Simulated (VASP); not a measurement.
Write the native input for VASP 6.6.1 that does the following.

- Task: single point
- Functional: PBEsol
- Potentials or basis: VASP PAW PBE potentials, release 64 (Mg, O)
- Cutoff: 600 eV
- k mesh: 8 × 8 × 8
- Occupations: gaussian, width 0.1 eV
- Spin: no spin polarisation
- Dipole correction: no
- Further INCAR settings: ALGO = Normal; EDIFF = 1e-06; NBANDS = 11

The structure of MgO (Periclase) lies in POSCAR:

```
MgO
1.0
    0.0000000000      1.7482935923      1.7482935923
    1.7482935923      0.0000000000      1.7482935923
    1.7482935923      1.7482935923      0.0000000000
Mg O
1 1
Direct
    0.0000000000      0.0000000000      0.0000000000
    0.5000000000      0.5000000000      0.5000000000
```

The input as run:

INCAR

```
PREC = Accurate
ENCUT = 600
EDIFF = 1E-6
ISMEAR = 0
SIGMA = 0.1
LREAL = False
LASPH = True
NELM = 120
ALGO = Normal
ISIF = 2
LWAVE = False
LCHARG = False
GGA = PS
NBANDS = 11
GGA_COMPAT = False
```

KPOINTS

```
Automatic mesh
0
Gamma
  8 8 8
```

Potentials or basis: VASP PAW PBE potentials, release 64 (Mg, O).

Command:

```sh
$ cat potpaw_PBE.64/Mg/POTCAR potpaw_PBE.64/O/POTCAR > POTCAR
$ mpirun -np 1 vasp_std > vasp.out
```

Results of the run:

```
Pressure               : 289.1 GPa
Band gap on the k mesh : 8.71 eV, indirect (least direct gap 11.00 eV)
```

Caveat: the PAW data sets were made with another functional, which shifts forces and pressure a little.

Wall time 8.5 s on 1 thread of Intel Xeon 8259CL, on a shared host, peak memory 0.13 GiB.
